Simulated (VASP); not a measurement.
Input of a VASP 6.6.1 run:

INCAR

```
SYSTEM = TiB
ALGO = Normal
EDIFF = 1E-6
ENCUT = 520
ISIF = 2
ISMEAR = -1
LASPH = .TRUE.
LCHARG = .FALSE.
LREAL = .FALSE.
LWAVE = .FALSE.
NBANDS = 14
NELM = 100
PREC = Accurate
SIGMA = 0.15
```

Contents of KPOINTS:

```
k-points
0
G
  16 16 16
  0 0 0
```

File POSCAR:

```
TiB
1.0
    0.0000000000      2.4318928488      2.4318928488
    2.4318928488      0.0000000000      2.4318928488
    2.4318928488      2.4318928488      0.0000000000
Ti B
1 1
Direct
    0.7500000000      0.7500000000      0.7500000000
    0.0000000000      0.0000000000      0.0000000000
```

Potentials or basis: VASP PAW LDA potentials, release 64 (Ti_sv, B).

Command:

```sh
$ cat potpaw_LDA.64/Ti_sv/POTCAR potpaw_LDA.64/B/POTCAR > POTCAR
$ mpirun -np 1 vasp_std > vasp.out
```

Task: Predict the band gap on the k mesh.

Result: Zero (an odd number of electrons rules out a gap without spin polarisation).

Task: What does it give for the pressure?

Result: 0.1 GPa.

Caveat: an odd number of electrons without spin polarisation forces a metal; a magnetic or distorted state may lie lower.
